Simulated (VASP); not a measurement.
Runs of VASP 6.6.1 on Li. The structure is that of space group P4/mmm (No. 123), or close to it. The cells are those of the table. 

| cell | k mesh | gap on the mesh (eV) | largest force (eV/Å) |
| --- | --- | --- | --- |
| a = 3.662, b = 3.662, c = 30.809 Å, 4 atoms | 6 × 6 × 1 | none | 0.01 |
| a = 3.714, b = 3.714, c = 33.144 Å, 4 atoms | 12 × 12 × 1 | none | - |
| a = 3.354, b = 3.354, c = 17.000 Å, 4 atoms | 6 × 6 × 1 | none | 4.46 |
| a = 3.662, b = 3.662, c = 30.809 Å, 4 atoms | 12 × 12 × 1 | none | 0.04 |
| a = 3.437, b = 3.437, c = 28.481 Å, 4 atoms | 6 × 6 × 1 | none | (a) |

Alike in all rows: task single point; level PBE; potentials or basis VASP PAW PBE potentials, release 64 (Li_sv); no spin polarisation; cutoff (eV) 520; smearing gaussian 0.1 eV.

Task: Estimate the missing entries.

Result: (a) 1.31.

A gap of «none» marks levels without a gap at the run's occupations.
